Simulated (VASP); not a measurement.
# Mg4Se (P-3m1) in VASP: a series of runs

Runs on Mg4Se. Level: PBE. Tasks: single point, relaxation of cell and atoms.

Program: VASP 6.6.1. These are calculated values, not measurements. Logs are shortened: lines on timing, memory, paths and dates and some standing lists are left out, and cuts for length are marked.

**1. The cell of the first run**

It takes space group P-3m1 (No. 164, trigonal). The conventional cell has a = 3.140 Å, b = 3.140 Å, c = 10.095 Å, α = 90.00°, β = 90.00°, γ = 120.00°. Within 3.0 Å of Mg (site symmetry 3m) lie 3 Se at 2.26 Å. Mg (site symmetry 3m) has 12 Mg at 3.05 to 3.14 Å within 4.0 Å. Se (site symmetry -3m) has 6 Mg at 2.26 Å within 3.0 Å.

**2. Single point, PBE**

INCAR

```
SYSTEM = Mg4Se
PREC     = Accurate       ! precision mode
ENCUT    = 520            ! plane-wave cutoff, eV
EDIFF    = 1E-6           ! SCF threshold, eV
ISMEAR   = 0              ! smearing method
SIGMA    = 0.1            ! smearing width, eV
LREAL    = .FALSE.        ! projectors in reciprocal space
LASPH    = .TRUE.         ! aspherical terms in the spheres
NELM     = 80             ! most SCF steps
ALGO     = Normal         ! electronic algorithm
ISIF     = 2              ! what is computed and relaxed
LWAVE    = .FALSE.        ! write WAVECAR
LCHARG   = .FALSE.        ! write CHGCAR
GGA      = PE             ! functional
NBANDS   = 15             ! bands
```

KPOINTS

```
regular mesh
0
G
  6 6 2
  0 0 0
```

POSCAR

```
Mg4Se
1.0
    3.1396419500      0.0000000000      0.0000000000
   -1.5698209800      2.7190096900      0.0000000000
    0.0000000000      0.0000000000     10.0954602400
Mg Se
4 1
Direct
    0.3333333300      0.6666666700      0.8658552800
    0.3333333300      0.6666666700      0.3767953500
    0.6666666700      0.3333333300      0.1341447200
    0.6666666700      0.3333333300      0.6232046500
    0.0000000000      0.0000000000      0.0000000000
```

Potentials or basis: VASP PAW PBE potentials, release 64 (Mg, Se).

On the command line:

```
cat potpaw_PBE.64/Mg/POTCAR potpaw_PBE.64/Se/POTCAR > POTCAR
mpirun -np 1 vasp_std > vasp.out
```

OUTCAR:

```text
SYSTEM = Mg4Se
   PREC = Accurate
   ENCUT = 520
   EDIFF = 1E-6
   ISMEAR = 0
   LREAL = .FALSE.
   LASPH = .TRUE.
   NELM = 80
   ISIF = 2
   GGA = PE

 ion  position               nearest neighbor table
   1  0.333  0.667  0.866-   5 2.26   5 2.26   5 2.26   4 3.05   4 3.05   4 3.05   3 3.26   3 3.26
                             3 3.26
   2  0.333  0.667  0.377-   3 3.05   3 3.05   3 3.05   4 3.08   4 3.08   4 3.08
   3  0.667  0.333  0.134-   5 2.26   5 2.26   5 2.26   2 3.05   2 3.05   2 3.05   1 3.26   1 3.26
                             1 3.26
   4  0.667  0.333  0.623-   1 3.05   1 3.05   1 3.05   2 3.08   2 3.08   2 3.08
   5  0.000  0.000  0.000-   1 2.26   3 2.26   3 2.26   1 2.26   3 2.26   1 2.26

  LATTYP: Found a hexagonal cell.
 ALAT       =     3.1396419500
 C/A-ratio  =     3.2154813832

  Lattice vectors:

 A1 = (   3.1396419500,   0.0000000000,   0.0000000000)
 A2 = (  -1.5698209800,   2.7190096900,   0.0000000000)
 A3 = (   0.0000000000,   0.0000000000,  10.0954602400)

Analysis of symmetry for initial positions (statically):
=====================================================================
 Subroutine PRICEL returns:
 Original cell was already a primitive cell.

 Routine SETGRP: Setting up the symmetry group for a
 hexagonal supercell.

 Subroutine GETGRP returns: Found 12 space group operations
 (whereof 12 operations were pure point group operations)
 out of a pool of 24 trial point group operations.

The static configuration has the point symmetry D_3d.

Analysis of symmetry for dynamics (positions and initial velocities):
=====================================================================
 Subroutine PRICEL returns:
 Original cell was already a primitive cell.

 Routine SETGRP: Setting up the symmetry group for a
 hexagonal supercell.

 Subroutine GETGRP returns: Found 12 space group operations
 (whereof 12 operations were pure point group operations)
 out of a pool of 24 trial point group operations.

The dynamic configuration has the point symmetry D_3d.

 Subroutine INISYM returns: Found 12 space group operations
 (whereof 12 operations are pure point group operations),
 and found     1 'primitive' translations

----------------------------------------------------------------------------------------

                                     Primitive cell

  volume of cell :      86.1821

  direct lattice vectors                    reciprocal lattice vectors
     3.139641950  0.000000000  0.000000000     0.318507657  0.183890482  0.000000000
    -1.569820980  2.719009690  0.000000000     0.000000000  0.367780962  0.000000000
     0.000000000  0.000000000 10.095460240     0.000000000  0.000000000  0.099054424

  length of vectors
     3.139641950  3.139641955 10.095460240     0.367780963  0.367780962  0.099054424

  position of ions in fractional coordinates (direct lattice)
     0.333333330  0.666666670  0.865855280
     0.333333330  0.666666670  0.376795350
     0.666666670  0.333333330  0.134144720
     0.666666670  0.333333330  0.623204650
     0.000000000  0.000000000  0.000000000

  ion indices of the primitive-cell ions
   primitive index   ion index
                 1           1
                 2           2
                 3           3
                 4           4
                 5           5

----------------------------------------------------------------------------------------

 KPOINTS: regular mesh

Automatic generation of k-mesh.
 Grid dimensions read from file:
 generate k-points for:    6    6    2

 Generating k-lattice:

  Cartesian coordinates                     Fractional coordinates (reciprocal lattice)
     0.053084609  0.030648414  0.000000000     0.166666667  0.000000000  0.000000000
     0.000000000  0.061296827  0.000000000     0.000000000  0.166666667  0.000000000
     0.000000000  0.000000000  0.049527212     0.000000000  0.000000000  0.500000000

  Length of vectors
     0.061296827  0.061296827  0.049527212

  Shift w.r.t. Gamma in fractional coordinates (k-lattice)
     0.000000000  0.000000000  0.000000000

 Subroutine IBZKPT returns following result:
 ===========================================

 Found     14 irreducible k-points:

 Following reciprocal coordinates:
            Coordinates               Weight
  0.000000  0.000000  0.000000      1.000000
  0.166667  0.000000  0.000000      6.000000
  0.333333  0.000000  0.000000      6.000000
  0.500000  0.000000  0.000000      3.000000
  0.166667  0.166667  0.000000      6.000000
  0.333333  0.166667  0.000000     12.000000
  0.333333  0.333333  0.000000      2.000000
  0.000000  0.000000  0.500000      1.000000
  0.166667  0.000000  0.500000      6.000000
  0.333333  0.000000  0.500000      6.000000
  0.500000  0.000000  0.500000      3.000000
  0.166667  0.166667  0.500000      6.000000
  0.333333  0.166667  0.500000     12.000000
  0.333333  0.333333  0.500000      2.000000
   k-points           NKPTS =     14   k-points in BZ     NKDIM =     14   number of bands    NBANDS=     15
   number of dos      NEDOS =    301   number of ions     NIONS =      5
   total plane-waves  NPLWV =  46080
   dimension x,y,z NGX =    24 NGY =   24 NGZ =   80
   dimension x,y,z NGXF=    48 NGYF=   48 NGZF=  160
   ions per type =               4   1
   NGX,Y,Z   is equivalent  to a cutoff of  12.71, 12.71, 13.17 a.u.
   NGXF,Y,Z  is equivalent  to a cutoff of  25.42, 25.42, 26.35 a.u.
 SYSTEM =  Mg4Se
   PREC   = accura    normal or accurate (medium, high low for compatibility)
   ISTART =      0    job   : 0-new  1-cont  2-samecut
   ICHARG =      2    charge: 1-file 2-atom 10-const
   ISPIN  =      1    spin polarized calculation?
   LNONCOLLINEAR =      F non collinear calculations
   LSORBIT =      F    spin-orbit coupling
   LASPH  =      T    aspherical Exc in radial PAW
   ENCUT  =  520.0 eV  38.22 Ry    6.18 a.u.   5.84  5.84 18.77*2*pi/ulx,y,z
   NELM   =     80;   NELMIN=  2; NELMDL= -5     # of ELM steps
   EDIFF  = 0.1E-05   stopping-criterion for ELM
   LREAL  =      F    real-space projection
   EDIFFG = 0.1E-04   stopping-criterion for IOM
   NSW    =      0    number of steps for IOM
   IBRION =     -1    ionic relax: 0-MD 1-quasi-New 2-CG
   NFREE  =      0    steps in history (QN), initial steepest desc. (CG)
   ISIF   =      2    stress and relaxation
   ISYM   =      2    0-nonsym 1-usesym 2-fastsym
   POTIM  = 0.5000    time-step for ionic-motion
   TEBEG  =    0.0;   TEEND  =   0.0 temperature during run
   PSTRESS=    0.0 pullay stress
   NELECT =      14.0000    total number of electrons
   NUPDOWN=      -1.0000    fix difference up-down
   EMIN   =  10.00;   EMAX   =-10.00  energy-range for DOS
   EFERMI =   0.00;   METHOD = LEGACY
   ISMEAR =     0;   SIGMA  =   0.10  broadening in eV -4-tet -1-fermi 0-gaus
   EFERMI_NEDOS =   21; number of points for ismear=-14 and -15
   IALGO  =     38    algorithm
   IMIX   =      4    mixing-type and parameters
     AMIX     =   0.40;   BMIX     =  1.00
     AMIX_MAG =   1.60;   BMIX_MAG =  1.00
  volume/ion in A,a.u.               =      17.24       116.32
  Fermi-wavevector in a.u.,A,eV,Ry     =   0.893261  1.688019 10.856302  0.797916
  Thomas-Fermi vector in A             =   2.015316
   LORBIT       =      0    0 simple, 1 ext, 2 COOP (PROOUT), +10 PAW based schemes
   GGA     = PE    functional components
   LHFCALC =     F    Hartree Fock is set to
   AEXX    =    0.0000 exact exchange contribution
   IVDW    =     0    specifies the selected vdW correction
   LEPSILON=     F    determine dielectric tensor
   LRPA    =     F    only Hartree local field effects (RPA)
 non-spin polarized calculation
 Gauss-broadening in eV      SIGMA  =   0.10
  energy-cutoff  :      520.00
  volume of cell :       86.18
 maximum number of plane-waves:      2336
 NGX is ok and might be reduce to    24
   NGX = 11   NGY = 11   NGZ = 37

 number of electron      13.9999999 magnetization

 Free energy of the ion-electron system (eV)
  ---------------------------------------------------
  ext. energy  EPLUGINS =         0.00000000
  ---------------------------------------------------
  free energy    TOTEN  =        -7.28754939 eV

  energy without entropy =       -7.27191235  energy(sigma->0) =       -7.27973087

 E-fermi :   5.2136     XC(G=0):  -9.6404

 val. band max:        5.2029788749   @ k =   0.5000   0.0000   0.5000
 cond. band min:       5.2222042257   @ k =   0.3333   0.1667   0.0000
 fundamental gap:      0.0192253508
 Fermi energy:         5.2135708031

 k-point     1 :       0.0000    0.0000    0.0000
  band No.  band energies     occupation
      1     -12.2083      2.00000
      2      -3.3459      2.00000
      3      -1.6377      2.00000
      4       0.9955      2.00000
      5       1.8644      2.00000
      6       3.8313      2.00000
      7       3.8313      2.00000
      8       7.5400      0.00000
      9       8.6652      0.00000
     10      10.6413      0.00000
     11      11.8126      0.00000
     12      11.8126      0.00000
     13      14.6586      0.00000
     14      14.7030      0.00000
     15      14.7030      0.00000
[... 217 lines left out ...]
 k-point    14 :       0.3333    0.3333    0.5000
  band No.  band energies     occupation
      1      -9.3934      2.00000
      2      -2.4501      2.00000
      3      -2.4501      2.00000
      4      -0.1356      2.00000
      5       4.5583      2.00000
      6       4.5583      2.00000
      7       5.0309      1.99020
      8       5.7928      0.00000
      9       5.7928      0.00000
     10       5.9298      0.00000
     11       7.3538      0.00000
     12       7.3538      0.00000
     13       9.6329      0.00000
     14      10.7043      0.00000
     15      11.1603      0.00000

------------------------ aborting loop because EDIFF is reached ----------------------------------------

  FORCE on cell =-STRESS in cart. coord.  units (eV):
  Direction    XX          YY          ZZ          XY          YZ          ZX
  --------------------------------------------------------------------------------------
  -------------------------------------------------------------------------------------
  Total       19.9838268     19.9838268     16.2252890     -0.0000000      0.0000000      0.0000000
  in kB      371.5114790    371.5114797    301.6379791     -0.0000007      0.0000000      0.0000000
  external PRESSURE =     348.2203126 kB  Pullay stress =       0.0000000 kB

 VOLUME and BASIS-vectors are now :
 -----------------------------------------------------------------------------
  energy-cutoff  :      520.00
  volume of cell :       86.18
      direct lattice vectors                 reciprocal lattice vectors
     3.139641950  0.000000000  0.000000000     0.318507657  0.183890482  0.000000000
    -1.569820980  2.719009690  0.000000000     0.000000000  0.367780962  0.000000000
     0.000000000  0.000000000 10.095460240     0.000000000  0.000000000  0.099054424

 POSITION                                       TOTAL-FORCE (eV/Angst)
 -----------------------------------------------------------------------------------
     -0.00000      1.81267      8.74121        -0.000000      0.000000     -4.936770
     -0.00000      1.81267      3.80392         0.000000     -0.000000      0.136201
      1.56982      0.90634      1.35425         0.000000     -0.000000      4.936770
      1.56982      0.90634      6.29154        -0.000000      0.000000     -0.136201
      0.00000      0.00000      0.00000        -0.000000      0.000000      0.000000
 -----------------------------------------------------------------------------------
    total drift:                               -0.000000     -0.000000     -0.000000

  FREE ENERGIE OF THE ION-ELECTRON SYSTEM (eV)
  ---------------------------------------------------
  free  energy   TOTEN  =        -7.2875493900 eV

  energy  without entropy=       -7.2719123463  energy(sigma->0) =       -7.27973087
```

Run time: 14 s. Hardware: 1 thread of Intel Xeon 6975P-C (Granite Rapids), shared host; peak memory 0.2 GiB.

What came out:

* Free energy: -7.2875 eV
* Pressure: 34.8 GPa
* Largest force: 4.937 eV/Å
* Band gap on the k mesh: zero (band 7 reaches 5.22 eV, above the bottom of band 8 at 4.72 eV)

Forces in eV/Å, atoms in the order of the input:
```
Mg   0.000  0.000 -4.937
Mg   0.000  0.000  0.136
Mg   0.000  0.000  4.937
Mg   0.000  0.000 -0.136
Se   0.000  0.000  0.000
```

Caveat: the k points lie up to 0.39 Å⁻¹ apart; forces of over 1 eV/Å act on the atoms, so gaps and moduli don't describe the material at rest.

**3. Single point, PBE**

This run uses another cell than the first one, of 24.26 Å³/atom, 1.408 times its volume.

INCAR

```
PREC = Accurate
ENCUT = 520
EDIFF = 1E-6
ISMEAR = 0
SIGMA = 0.1
LREAL = F
LASPH = T
NELM = 100
ALGO = Normal
ISIF = 2
LWAVE = F
LCHARG = F
GGA = PE
NBANDS = 15
```

KPOINTS

```
Automatic mesh
0
Gamma
  6 6 2
```

POSCAR

```
Mg4Se
1.0
    3.6680443917      0.0000000034      0.0000000000
   -1.8340221988      3.1766196238      0.0000000000
    0.0000000000      0.0000000000     10.4119173327
Mg Se
4 1
Direct
    0.3333333333      0.6666666667      0.8415406080
    0.3333333333      0.6666666667      0.3884793800
    0.6666666667      0.3333333333      0.1584593920
    0.6666666667      0.3333333333      0.6115206200
    0.0000000000      0.0000000000      0.0000000000
```

Potentials or basis: VASP PAW PBE potentials, release 64 (Mg, Se).

On the command line:

```
cat potpaw_PBE.64/Mg/POTCAR potpaw_PBE.64/Se/POTCAR > POTCAR
mpirun -np 1 vasp_std > vasp.out
```

OUTCAR:

```text
PREC = Accurate
   ENCUT = 520
   EDIFF = 1E-6
   ISMEAR = 0
   LREAL = F
   LASPH = T
   NELM = 100
   ISIF = 2
   GGA = PE

 ion  position               nearest neighbor table
   1  0.333  0.667  0.842-   5 2.68   5 2.68   5 2.68   4 3.20   4 3.20   4 3.20
   2  0.333  0.667  0.388-   4 3.14   4 3.14   4 3.14   3 3.20   3 3.20   3 3.20
   3  0.667  0.333  0.158-   5 2.68   5 2.68   5 2.68   2 3.20   2 3.20   2 3.20
   4  0.667  0.333  0.612-   2 3.14   2 3.14   2 3.14   1 3.20   1 3.20   1 3.20
[... 446 lines left out ...]
  -------------------------------------------------------------------------------------
  Total        0.0268468      0.0268468     -0.0529718     -0.0000000      0.0000000     -0.0000000
  in kB        0.3545464      0.3545464     -0.6995598     -0.0000000      0.0000000     -0.0000000
  external PRESSURE =       0.0031777 kB  Pullay stress =       0.0000000 kB

 VOLUME and BASIS-vectors are now :
 -----------------------------------------------------------------------------
  energy-cutoff  :      520.00
  volume of cell :      121.32
      direct lattice vectors                 reciprocal lattice vectors
     3.668044392  0.000000003  0.000000000     0.272624836  0.157400023  0.000000000
    -1.834022199  3.176619624  0.000000000    -0.000000000  0.314800045  0.000000000
     0.000000000  0.000000000 10.411917333     0.000000000  0.000000000  0.096043790

 POSITION                                       TOTAL-FORCE (eV/Angst)
 -----------------------------------------------------------------------------------
     -0.00000      2.11775      8.76205         0.000000     -0.000000      0.004554
     -0.00000      2.11775      4.04482        -0.000000      0.000000      0.007629
      1.83402      1.05887      1.64987         0.000000     -0.000000     -0.004554
      1.83402      1.05887      6.36710        -0.000000      0.000000     -0.007629
      0.00000      0.00000      0.00000        -0.000000      0.000000     -0.000000
 -----------------------------------------------------------------------------------
    total drift:                               -0.000000     -0.000000      0.000000

  FREE ENERGIE OF THE ION-ELECTRON SYSTEM (eV)
  ---------------------------------------------------
  free  energy   TOTEN  =       -11.0568093044 eV

  energy  without entropy=      -11.0489805556  energy(sigma->0) =      -11.05289493
```

It took 14 s on 1 thread of Intel Xeon 6975P-C (Granite Rapids), shared host; peak memory 0.24 GiB.

What came out:

```yaml
Free_energy: -11.0568 eV
Pressure: 0.0 GPa
Largest_force: 0.008 eV/Å
Band_gap_on_the_k_mesh: zero (band 7 reaches 2.75 eV, above the bottom of band 8 at 2.10 eV)
```

Forces in eV/Å, atoms in the order of the input:
```
Mg   0.000  0.000  0.005
Mg   0.000  0.000  0.008
Mg   0.000  0.000 -0.005
Mg   0.000  0.000 -0.008
Se   0.000  0.000  0.000
```

Stress tensor (GPa, compression positive):
```
 0.04  0.00  0.00
 0.00  0.04  0.00
 0.00  0.00 -0.07
```

[end of part 1 of 2]
